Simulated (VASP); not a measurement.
# FeNi3 (Pm-3m) in VASP: settings compared, part 2 of 2

VASP 6.6.1. Earlier steps stand in the parts before.

## (5) Single point, RPBE, collinear spin, ferromagnetic start

This run uses another cell than the first one, of 11.48 Å³/atom.

File INCAR:

```
SYSTEM = FeNi3
PREC = Accurate
ENCUT = 520
EDIFF = 1E-6
ISMEAR = -1
SIGMA = 0.1
LREAL = .FALSE.
LASPH = .TRUE.
NELM = 150
ALGO = Normal
ISIF = 2
LWAVE = .FALSE.
LCHARG = .FALSE.
ISPIN = 2
MAGMOM = 3.5 1.5 1.5 1.5
LORBIT = 11
LMAXMIX = 4
GGA = RP
NBANDS = 31
```

File KPOINTS:

```
regular mesh
0
G
  6 6 6
  0 0 0
```

File POSCAR:

```
FeNi3
1.0
    3.5804715120      0.0000000000      0.0000000000
    0.0000000000      3.5804715120      0.0000000000
    0.0000000000      0.0000000000      3.5804715120
Fe Ni
1 3
Direct
    0.0000000000      0.0000000000      0.0000000000
    0.0000000000      0.5000000000      0.5000000000
    0.5000000000      0.0000000000      0.5000000000
    0.5000000000      0.5000000000      0.0000000000
```

Potentials or basis: VASP PAW PBE potentials, release 64 (Fe, Ni).

Started as:

```sh
> cat potpaw_PBE.64/Fe/POTCAR potpaw_PBE.64/Ni/POTCAR > POTCAR
> mpirun -np 1 vasp_std > vasp.out
```

OUTCAR:

```text
SYSTEM = FeNi3
   PREC = Accurate
   ENCUT = 520
   EDIFF = 1E-6
   ISMEAR = -1
   LREAL = .FALSE.
   LASPH = .TRUE.
   NELM = 150
   ISIF = 2
   ISPIN = 2
   LORBIT = 11
   GGA = RP

 ion  position               nearest neighbor table
   1  0.000  0.000  0.000-   2 2.53   3 2.53   4 2.53   2 2.53   3 2.53   2 2.53   4 2.53   2 2.53
                             3 2.53   4 2.53   3 2.53   4 2.53
   2  0.000  0.500  0.500-   1 2.53   3 2.53   4 2.53   1 2.53   4 2.53   1 2.53   3 2.53   1 2.53
                             3 2.53   4 2.53   4 2.53   3 2.53
   3  0.500  0.000  0.500-   1 2.53   2 2.53   4 2.53   1 2.53   4 2.53   2 2.53   4 2.53   4 2.53
                             1 2.53   2 2.53   1 2.53   2 2.53
   4  0.500  0.500  0.000-   1 2.53   2 2.53   3 2.53   2 2.53   3 2.53   1 2.53   3 2.53   3 2.53
                             1 2.53   2 2.53   2 2.53   1 2.53

  LATTYP: Found a simple cubic cell.
 ALAT       =     3.5804715120

  Lattice vectors:

 A1 = (   3.5804715120,   0.0000000000,   0.0000000000)
 A2 = (   0.0000000000,   3.5804715120,   0.0000000000)
 A3 = (   0.0000000000,   0.0000000000,   3.5804715120)

Analysis of symmetry for initial positions (statically):
=====================================================================
[... 1562 lines left out ...]
  -------------------------------------------------------------------------------------
  Total        0.0713525      0.0713525      0.0713525      0.0000000     -0.0000000      0.0000000
  in kB        2.4905704      2.4905704      2.4905704      0.0000000     -0.0000000      0.0000000
  external PRESSURE =       2.4905704 kB  Pullay stress =       0.0000000 kB

 VOLUME and BASIS-vectors are now :
 -----------------------------------------------------------------------------
  energy-cutoff  :      520.00
  volume of cell :       45.90
      direct lattice vectors                 reciprocal lattice vectors
     3.580471512  0.000000000  0.000000000     0.279292824  0.000000000  0.000000000
     0.000000000  3.580471512  0.000000000     0.000000000  0.279292824  0.000000000
     0.000000000  0.000000000  3.580471512     0.000000000  0.000000000  0.279292824

 POSITION                                       TOTAL-FORCE (eV/Angst)
 -----------------------------------------------------------------------------------
      0.00000      0.00000      0.00000         0.000000      0.000000      0.000000
      0.00000      1.79024      1.79024         0.000000      0.000000      0.000000
      1.79024      0.00000      1.79024         0.000000      0.000000      0.000000
      1.79024      1.79024      0.00000         0.000000      0.000000      0.000000
 -----------------------------------------------------------------------------------
    total drift:                                0.000000      0.000000      0.000000

  FREE ENERGIE OF THE ION-ELECTRON SYSTEM (eV)
  ---------------------------------------------------
  free  energy   TOTEN  =       -23.0561896397 eV

  energy  without entropy=      -22.9569107795  energy(sigma->0) =      -23.00655021

 total charge

# of ion       s       p       d       tot
------------------------------------------
    1        0.462   0.480   6.081   7.022
    2        0.490   0.484   8.303   9.277
    3        0.490   0.484   8.303   9.277
    4        0.490   0.484   8.303   9.277
--------------------------------------------------
tot          1.932   1.931  30.989  34.853

 magnetization (x)

# of ion       s       p       d       tot
------------------------------------------
    1        0.013  -0.002   2.954   2.964
    2       -0.016  -0.046   0.732   0.671
    3       -0.016  -0.046   0.732   0.671
    4       -0.016  -0.046   0.732   0.671
--------------------------------------------------
tot         -0.035  -0.139   5.150   4.977
```

stdout:

```text
POSCAR found type information on POSCAR FeNi
 POSCAR found :  2 types and       4 ions
 scaLAPACK will be used
 -----------------------------------------------------------------------------
|                                                                             |
|                                                                             |
|     You enforced a specific xc type in the INCAR file but a different       |
|     I HOPE YOU KNOW WHAT YOU ARE DOING!                                     |
|                                                                             |
 -----------------------------------------------------------------------------

 LDA part: xc-table for (Slater+PW92), standard interpolation
 POSCAR, INCAR and KPOINTS ok, starting setup
 FFT: planning ... GRIDC
 FFT: planning ... GRID_SOFT
 FFT: planning ... GRID
 WAVECAR not read
 entering main loop
```

Run time: 32 s. Hardware: 1 thread of Intel Xeon 6975P-C (Granite Rapids), shared host; peak memory 0.19 GiB.

What came out:

| Item | Value |
| --- | --- |
| Free energy | -23.0562 eV |
| Pressure | 0.2 GPa |
| Net moment | 4.93 μB per cell |
| Site moments | Fe +2.96; Ni +0.67 μB |
| Valence electrons inside the program's atomic spheres | Fe 7.02; Ni 9.28 |

Caveat: the PAW data sets were made with another functional, which shifts forces and pressure a little.

## (6) Relaxation of cell and atoms, RPBE, collinear spin, ferromagnetic start

This run uses another cell than the first one, of 11.14 Å³/atom.

File INCAR:

```
SYSTEM = FeNi3
  PREC = Accurate
  ENCUT = 600
  EDIFF = 1E-6
  ISMEAR = -1
  SIGMA = 0.1
  LREAL = .False.
  LASPH = .True.
  NELM = 150
  ALGO = Normal
  ISIF = 3
  LWAVE = .False.
  LCHARG = .False.
  ISPIN = 2
  MAGMOM = 3.5 1.5 1.5 1.5
  LORBIT = 11
  LMAXMIX = 4
  GGA = RP
  IBRION = 2
  NSW = 80
  EDIFFG = -0.01
```

File KPOINTS:

```
Automatic mesh
0
Gamma
  6 6 6
  0 0 0
```

File POSCAR:

```
FeNi3
1.0
    3.5450000000      0.0000000000      0.0000000000
    0.0000000000      3.5450000000      0.0000000000
    0.0000000000      0.0000000000      3.5450000000
Fe Ni
1 3
Direct
    0.0000000000      0.0000000000      0.0000000000
    0.0000000000      0.5000000000      0.5000000000
    0.5000000000      0.0000000000      0.5000000000
    0.5000000000      0.5000000000      0.0000000000
```

Potentials or basis: VASP PAW PBE potentials, release 64 (Fe, Ni).

Started as:

```sh
> cat potpaw_PBE.64/Fe/POTCAR potpaw_PBE.64/Ni/POTCAR > POTCAR
> mpirun -np 1 vasp_std > vasp.out
```

OUTCAR:

```text
SYSTEM = FeNi3
   PREC = Accurate
   ENCUT = 600
   EDIFF = 1E-6
   ISMEAR = -1
   LREAL = .False.
   LASPH = .True.
   NELM = 150
   ISIF = 3
   ISPIN = 2
   LORBIT = 11
   GGA = RP
   IBRION = 2
   NSW = 80
   EDIFFG = -0.01

 ion  position               nearest neighbor table
   1  0.000  0.000  0.000-   2 2.51   3 2.51   4 2.51   2 2.51   3 2.51   2 2.51   4 2.51   2 2.51
                             3 2.51   4 2.51   3 2.51   4 2.51
   2  0.000  0.500  0.500-   1 2.51   3 2.51   4 2.51   1 2.51   4 2.51   1 2.51   3 2.51   1 2.51
                             3 2.51   4 2.51   4 2.51   3 2.51
   3  0.500  0.000  0.500-   1 2.51   2 2.51   4 2.51   1 2.51   4 2.51   2 2.51   4 2.51   4 2.51
                             1 2.51   2 2.51   1 2.51   2 2.51
   4  0.500  0.500  0.000-   1 2.51   2 2.51   3 2.51   2 2.51   3 2.51   1 2.51   3 2.51   3 2.51
                             1 2.51   2 2.51   2 2.51   1 2.51

  LATTYP: Found a simple cubic cell.
 ALAT       =     3.5450000000

  Lattice vectors:

 A1 = (   3.5450000000,   0.0000000000,   0.0000000000)
 A2 = (   0.0000000000,   3.5450000000,   0.0000000000)
 A3 = (   0.0000000000,   0.0000000000,   3.5450000000)

Analysis of symmetry for initial positions (statically):
=====================================================================
 Subroutine PRICEL returns:
 Original cell was already a primitive cell.

 Routine SETGRP: Setting up the symmetry group for a
 simple cubic supercell.
[... 292 lines left out ...]
--------------------------------------- Ionic step        4  -------------------------------------------

 number of electron      38.0000038 magnetization       4.9284706

 Free energy of the ion-electron system (eV)
  ---------------------------------------------------
  ext. energy  EPLUGINS =         0.00000000
  ---------------------------------------------------
  free energy    TOTEN  =       -23.05349165 eV

  energy without entropy =      -22.95407213  energy(sigma->0) =      -23.00378189

 E-fermi :   8.3092     XC(G=0): -12.8496

 val. band max:        8.3075963959   @ k =   0.5000   0.1667   0.1667
 cond. band min:       8.3157719734   @ k =   0.3333   0.1667   0.0000
 fundamental gap:      0.0081755775
 Fermi energy:         8.3092114499

 spin component 1

 k-point     1 :       0.0000    0.0000    0.0000
  band No.  band energies     occupation
      1      -0.5203      1.00000
      2       3.1665      1.00000
      3       3.1665      1.00000
      4       3.8680      1.00000
      5       3.8811      1.00000
      6       3.8811      1.00000
[... 589 lines left out ...]
     26      13.5229      0.00000
     27      13.5229      0.00000
 Fermi energy:         8.3092114499

 spin component 2

 k-point     1 :       0.0000    0.0000    0.0000
  band No.  band energies     occupation
      1      -0.5180      1.00000
      2       4.2570      1.00000
      3       4.2720      1.00000
      4       4.2720      1.00000
      5       4.9500      1.00000
      6       4.9500      1.00000
[... 620 lines left out ...]
  FREE ENERGIE OF THE ION-ELECTRON SYSTEM (eV)
  ---------------------------------------------------
  free  energy   TOTEN  =       -23.0534916507 eV

  energy  without entropy=      -22.9540721259  energy(sigma->0) =      -23.00378189

 reached required accuracy - stopping structural energy minimisation

 total charge

# of ion       s       p       d       tot
------------------------------------------
    1        0.461   0.479   6.081   7.021
    2        0.489   0.483   8.302   9.275
    3        0.489   0.483   8.302   9.275
    4        0.489   0.483   8.302   9.275
--------------------------------------------------
tot          1.930   1.927  30.988  34.845

 magnetization (x)

# of ion       s       p       d       tot
------------------------------------------
    1        0.013  -0.002   2.954   2.965
    2       -0.016  -0.046   0.733   0.671
    3       -0.016  -0.046   0.733   0.671
    4       -0.016  -0.046   0.733   0.671
--------------------------------------------------
tot         -0.035  -0.139   5.152   4.979
```

OSZICAR:

```text
N       E                     dE             d eps       ncg     rms          rms(c)
DAV:   1     0.262406247033E+03    0.26241E+03   -0.19460E+04  2208   0.224E+03
DAV:   2    -0.106399320268E+02   -0.27305E+03   -0.26104E+03  2163   0.372E+02
[... 44 lines left out ...]
DAV:   2    -0.230569083983E+02   -0.28222E-02   -0.11219E-02  2422   0.250E+00    0.934E-01
DAV:   3    -0.230535725515E+02    0.33358E-02   -0.69041E-03  2467   0.233E+00    0.157E-01
DAV:   4    -0.230535037261E+02    0.68825E-04   -0.35612E-04  2560   0.301E-01    0.482E-02
DAV:   5    -0.230534959577E+02    0.77684E-05   -0.32232E-05  3080   0.678E-02    0.189E-02
DAV:   6    -0.230534914019E+02    0.45559E-05   -0.34845E-06  1793   0.219E-02    0.532E-03
DAV:   7    -0.230534916507E+02   -0.24881E-06   -0.68627E-07  1103   0.120E-02
   4 F= -.23053492E+02 E0= -.23003782E+02  d E =-.234074E-01  mag=     4.9285
```

Run time: 94 s. Hardware: 1 thread of Intel Xeon 6975P-C (Granite Rapids), shared host; peak memory 0.2 GiB.

Results:

```
Free energy                                           : -23.0535 eV
Relaxed volume                                        : 11.49 Å³/atom
Relaxed cell                                          : a = 3.582 Å, b = 3.582 Å, c = 3.582 Å, α = 90.00°, β = 90.00°, γ = 90.00°
Space group after relaxing (to 0.1 Å)                 : Pm-3m (No. 221)
Energy gained by relaxing                             : 5.9 meV/atom
Ionic steps                                           : 4
Pressure after relaxing                               : -0.1 GPa
Net moment                                            : 4.93 μB per cell
Site moments                                          : Fe +2.96; Ni +0.67 μB
Valence electrons inside the program's atomic spheres : Fe 7.02; Ni 9.28
```

Step by step:
```csv
step,energy change (eV),largest force (eV/Å),pressure (GPa),volume (Å³)
1,0.0000,0.0000,5.69,44.55
2,-0.0063,0.0000,-4.22,47.15
3,-0.0234,0.0000,0.15,45.91
4,-0.0234,0.0000,-0.08,45.95
```

Final structure:
```yaml
crystal:
  lattice:
    - [3.58186, 0.00000, 0.00000]
    - [0.00000, 3.58186, 0.00000]
    - [0.00000, 0.00000, 3.58186]
  atoms:
    - { symbol: Fe, position: [0.00000, 0.00000, 0.00000] }
    - { symbol: Ni, position: [0.00000, 0.50000, 0.50000] }
    - { symbol: Ni, position: [0.50000, 0.00000, 0.50000] }
    - { symbol: Ni, position: [0.50000, 0.50000, 0.00000] }
```

Caveat: the PAW data sets were made with another functional, which shifts forces and pressure a little. Zero-point motion and thermal expansion aren't in these numbers.

## (7) Relaxation of cell and atoms, PBEsol, collinear spin, ferromagnetic start

This run uses another cell than the first one, of 11.14 Å³/atom.

Edit INCAR of step 6 so:

```diff
@@ -3,3 +3,3 @@
   ENCUT = 600
-  EDIFF = 1E-6
+  EDIFF = 1E-7
   ISMEAR = -1
@@ -17,3 +17,3 @@
   LMAXMIX = 4
-  GGA = RP
+  GGA = PS
   IBRION = 2
```

KPOINTS is that of step 6.

POSCAR is that of step 6.

Started as:

```sh
> cat potpaw_PBE.64/Fe/POTCAR potpaw_PBE.64/Ni/POTCAR > POTCAR
> mpirun -np 1 vasp_std > vasp.out
```

Run time: 1.7 min. Hardware: 1 thread of Intel Xeon 6975P-C (Granite Rapids), shared host; peak memory 0.2 GiB.

The run converged. Its results:

- Free energy: -27.6963 eV
- Relaxed volume: 10.63 Å³/atom
- Relaxed cell: a = 3.490 Å, b = 3.490 Å, c = 3.490 Å, α = 90.00°, β = 90.00°, γ = 90.00°
- Space group after relaxing (to 0.1 Å): Pm-3m (No. 221)
- Energy gained by relaxing: 15.6 meV/atom
- Ionic steps: 3
- Pressure after relaxing: -0.1 GPa
- Net moment: 4.82 μB per cell
- Site moments: Fe +2.85; Ni +0.65 μB
- Valence electrons inside the program's atomic spheres: Fe 7.19; Ni 9.43

Step by step:
```
step  energy change (eV)  largest force (eV/Å)  pressure (GPa)  volume (Å³)
   1              0.0000                0.0000           -9.33        44.55
   2              0.0097                0.0000           12.07        40.50
   3             -0.0624                0.0000           -0.09        42.52
```

Final structure:
```cif
data_structure
_symmetry_space_group_name_H-M 'P 1'
_symmetry_Int_Tables_number 1
_cell_length_a 3.4903
_cell_length_b 3.4903
_cell_length_c 3.4903
_cell_angle_alpha 90.000
_cell_angle_beta 90.000
_cell_angle_gamma 90.000
_cell_volume 42.52
loop_
_atom_site_label
_atom_site_type_symbol
_atom_site_fract_x
_atom_site_fract_y
_atom_site_fract_z
_atom_site_occupancy
Fe1 Fe 0.00000 0.00000 0.00000 1
Ni1 Ni 0.00000 0.50000 0.50000 1
Ni2 Ni 0.50000 0.00000 0.50000 1
Ni3 Ni 0.50000 0.50000 0.00000 1
```

Levels at points of the mesh, in eV from the Fermi level:
Spin up:
| k point | band 17 | band 18 | band 19 | band 20 | band 21 | band 22 | band 23 | band 24 | band 25 | band 26 |
| --- | --- | --- | --- | --- | --- | --- | --- | --- | --- | --- |
| (0.00, 0.00, 0.00) | -0.61 | -0.61 | -0.59 | -0.59 | -0.59 | 2.26 | 2.26 | 2.26 | 9.27 | 9.27 |
| (0.50, 0.00, 0.00) | -1.62 | -1.59 | -1.35 | -1.06 | -0.61 | -0.59 | 7.76 | 7.76 | 7.78 | 7.78 |
| (0.50, 0.50, 0.00) | -1.69 | -1.69 | -1.55 | -1.53 | 0.83 | 0.83 | 0.93 | 0.96 | 11.50 | 11.62 |
| (0.50, 0.50, 0.50) | -0.78 | -0.76 | -0.76 | -0.76 | -0.59 | -0.59 | -0.59 | -0.49 | 5.77 | 5.77 |
Spin down:
```tsv
k point	band 13	band 14	band 15	band 16	band 17	band 18	band 19	band 20	band 21	band 22
(0.00, 0.00, 0.00)	0.03	0.31	0.31	0.31	1.06	1.06	1.38	1.38	1.38	2.36
(0.50, 0.00, 0.00)	-1.00	-1.00	-0.87	-0.38	-0.11	-0.11	0.31	0.52	0.65	1.35
(0.50, 0.50, 0.00)	-1.25	-1.25	-1.25	-0.82	-0.70	0.20	0.20	0.38	1.52	1.52
(0.50, 0.50, 0.50)	-0.56	-0.47	-0.47	-0.47	0.09	0.09	0.09	0.88	0.88	0.88
```

Caveat: the PAW data sets were made with another functional, which shifts forces and pressure a little.

## (8) The runs side by side

```csv
task,level,cell,cutoff (eV),gap on the mesh (eV),pressure (GPa),moment (μB),relaxed volume (Å³/atom)
single point,PBEsol,"a = 3.491 Å, 4 atoms",520,none,0.0,4.82,-
single point,revPBE+D3(BJ),"a = 3.496 Å, 4 atoms",520,none,-0.1,4.85,-
single point,PBE,"a = 3.546 Å, 4 atoms",520,none,0.1,4.88,-
single point,RPBE,"a = 3.580 Å, 4 atoms",520,none,0.2,4.93,-
relaxation of cell and atoms,RPBE,"relaxed from a = 3.545 Å, 4 atoms",600,none,-0.1,4.93,11.49
relaxation of cell and atoms,PBEsol,"relaxed from a = 3.545 Å, 4 atoms",600,none,-0.1,4.82,10.63
```

Alike in all rows: potentials or basis VASP PAW PBE potentials, release 64 (Fe, Ni); spin collinear, ferromagnetic start; k mesh 6 × 6 × 6; smearing fermi-dirac 0.1 eV.

Caveats: the PAW data sets were made with another functional, which shifts forces and pressure a little (at least some runs).

Absolute energies hang on the potentials; compare differences alone.

The gap in the log of VASP goes by the Fermi energy; the results here count the filled bands.